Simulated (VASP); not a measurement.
A run of VASP 6.6.1 is set up as follows.

The input INCAR:

```
ALGO     = Normal         # electronic algorithm
EDIFF    = 1E-6           # SCF threshold, eV
ENCUT    = 520            # plane-wave cutoff, eV
GGA      = PE             # functional
ISIF     = 2              # what is computed and relaxed
ISMEAR   = 1              # smearing method
LASPH    = T              # aspherical terms in the spheres
LCHARG   = F              # write CHGCAR
LREAL    = F              # projectors in reciprocal space
LWAVE    = F              # write WAVECAR
NBANDS   = 14             # bands
NELM     = 80             # most SCF steps
PREC     = Accurate       # precision mode
SIGMA    = 0.1            # smearing width, eV
```

Contents of KPOINTS:

```
k-points
0
Gamma
  36 36 36
```

POSCAR

```
Rh
1.0
    0.0000000000      1.9146822360      1.9146822360
    1.9146822360      0.0000000000      1.9146822360
    1.9146822360      1.9146822360      0.0000000000
Rh
1
Direct
    0.0000000000      0.0000000000      0.0000000000
```

Potentials or basis: VASP PAW PBE potentials, release 64 (Rh_pv).

Command:

```sh
$ cat potpaw_PBE.64/Rh_pv/POTCAR > POTCAR
$ mpirun -np 1 vasp_std > vasp.out
```

(1) Estimate the pressure.

## Answers

(1) 0.1 GPa.
